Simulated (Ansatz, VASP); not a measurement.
PbO2 in VASP and in Ansatz

File INCAR:

```
SYSTEM = PbO2
PREC = Accurate
ENCUT = 600
EDIFF = 1E-7
ISMEAR = 0
SIGMA = 0.1
LREAL = .False.
LASPH = .True.
NELM = 100
ALGO = Normal
ISIF = 3
LWAVE = .False.
LCHARG = .False.
GGA = PE
IBRION = 2
NSW = 100
EDIFFG = -0.05
```

The input KPOINTS:

```
Automatic mesh
0
Gamma
  4 4 6
  0 0 0
```

POSCAR

```
PbO2
1.0
    5.0567235523      0.0000000000      0.0000000000
    0.0000000000      5.0567235523      0.0000000000
    0.0000000000      0.0000000000      3.2565555144
Pb O
2 4
Direct
    0.0000000000      0.0000000000      0.0000000000
    0.5000000000      0.5000000000      0.5000000000
    0.3049600000      0.3049600000      0.0000000000
    0.8049600000      0.1950400000      0.5000000000
    0.1950400000      0.8049600000      0.5000000000
    0.6950400000      0.6950400000      0.0000000000
```

Input for Ansatz:

```yaml
crystal:
  lattice:
    - [5.0567235523, 0.0, 0.0]
    - [0.0, 5.0567235523, 0.0]
    - [0.0, 0.0, 3.2565555144]
  atoms:
    - { symbol: Pb, position: [0.0, 0.0, 0.0] }
    - { symbol: Pb, position: [0.5, 0.5, 0.5] }
    - { symbol: O, position: [0.30496, 0.30496, 0.0] }
    - { symbol: O, position: [0.80496, 0.19504, 0.5] }
    - { symbol: O, position: [0.19504, 0.80496, 0.5] }
    - { symbol: O, position: [0.69504, 0.69504, 0.0] }
basis:
  ecutwfc: 420
kpoints:
  mp_grid: { grid: [4, 4, 6] }
hamiltonian:
  xc: pbe
scf:
  occupations: { method: gaussian, width: 0.1 }
output:
  forces: true
  stress: true
  eigenvalues: true
relax:
  adjacent_minimum: "off"
  f_tol: 0.05
  max_steps: 80
  cell: { stress_tol: 0.5 }
```

Alike in both runs: task relaxation of cell and atoms; functional PBE; k mesh 4 × 4 × 6; occupations gaussian, width 0.1 eV; no spin polarisation.

```csv
,VASP,Ansatz
version,VASP 6.6.1,Ansatz 0.2.0
potentials or method,"VASP PAW PBE potentials, release 64 (Pb_d, O), cutoff 600 eV","scalar-relativistic, plane waves, PAW"
valence electrons in the cell,52,52
```

|  | VASP | Ansatz | Ansatz less VASP |
| --- | --- | --- | --- |
| gap on the k mesh at the Fermi level, each at its own relaxed structure (eV) | 0.16 | 0.16 | +0.001 |
| relaxed volume (Å³/atom) | 14.87 | 14.81 | -0.059 |
| relaxed cell length with the largest relative difference (Å) | 5.095 | 5.083 | -0.0123 |

Neither program's run includes spin-orbit coupling.
